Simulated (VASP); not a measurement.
# Pd: single point with PBE

Pd:

```
CELL_PARAMETERS angstrom
0.00000 1.97040 1.97040
1.97040 0.00000 1.97040
1.97040 1.97040 0.00000
ATOMIC_POSITIONS crystal
Pd 0.00000 0.00000 0.00000
```

| Property | Result |
| --- | --- |
| Program | VASP 6.6.1 |
| Task | single point |
| Functional | PBE |
| Potentials or basis | VASP PAW PBE potentials, release 64 (Pd_sv_GW) |
| Cutoff | 540 eV |
| k mesh | 4 × 4 × 4 |
| Occupations | fermi-dirac, width 0.15 eV |
| Spin | non-collinear spin, zero start, spin-orbit coupling |
| Starting moments | [[0, 0, 0]] μB |
| Dipole correction | no |
| Second run | valence_matched |
| Further INCAR settings | ALGO = Normal; EDIFF = 1e-06; NBANDS = 29 |

The pressure is -2.2 GPa and the net moment is 0.00 μB per cell. The valence electrons inside the program's atomic spheres are Pd 15.67.

Moments on the atoms (μB; x, y, z):
```
Pd  0.00 0.00 0.00
```

Wall time 18 s on 1 thread of AMD EPYC 9R45 (Zen 5) (shared host), peak memory 0.16 GiB.

Caveat: the k points lie up to 0.69 Å⁻¹ apart.
